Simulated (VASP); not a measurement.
A run of VASP 6.6.1 is set up as follows.

File POSCAR:

```
AlN
1.0
    2.1849006262     -2.1849006262      0.0000000000
    2.1849006262      0.0000000000     -2.1849006262
    9.6135627552      7.8656422542      8.7396025047
Al N
6 6
Direct
    0.8416800000      0.0000000000      0.3958000000
    0.2416800000      0.3333333333      0.2291333333
    0.4416800000      0.6666666667      0.5624666667
    0.6416800000      1.0000000000      0.8958000000
    0.0416800000      0.3333333333      0.7291333333
    0.6416800000      0.6666666667      0.0624666667
    0.4916800000      0.6666666667      0.4374666667
    0.8916800000      1.0000000000      0.2708000000
    0.0916800000      0.3333333333      0.6041333333
    0.2916800000      0.6666666667      0.9374666667
   -0.3083200000      0.0000000000      0.7708000000
    0.2916800000      0.3333333333      0.1041333333
```

Contents of INCAR.step1:

```
SYSTEM = AlN
  PREC = Accurate
  ENCUT = 520
  ISMEAR = 0
  SIGMA = 0.05
  LREAL = .False.
  LASPH = .True.
  NELM = 60
  NBANDS = 36
  GGA = PE
  ALGO = Normal
  EDIFF = 1E-4
  LWAVE = .True.
  LCHARG = .False.
```

File INCAR.step2:

```
SYSTEM = AlN
  PREC = Accurate
  ENCUT = 520
  EDIFF = 1E-7
  ISMEAR = 0
  SIGMA = 0.05
  LREAL = .False.
  LASPH = .True.
  NELM = 60
  ALGO = Normal
  ISIF = 2
  LWAVE = .False.
  LCHARG = .False.
  METAGGA = R2SCAN
  LMIXTAU = .True.
  NBANDS = 36
  ISTART = 1
```

KPOINTS

```
regular mesh
0
Gamma
  8 8 2
  0 0 0
```

Potentials or basis: VASP PAW PBE potentials, release 64 (Al, N).

Run with:

```bash
$ cat potpaw_PBE.64/Al/POTCAR potpaw_PBE.64/N/POTCAR > POTCAR
$ cp INCAR.step1 INCAR
$ mpirun -np 1 vasp_std > vasp.out
$ cp INCAR.step2 INCAR
$ mpirun -np 1 vasp_std > vasp.out
```

(1) What does it give for the band gap on the k mesh?

(2) Estimate the pressure.

Answers

(1) 3.58 eV (least direct gap 3.79 eV).

(2) -1.6 GPa.

Caveat: the PAW data sets were made with another functional, which shifts forces and pressure a little.
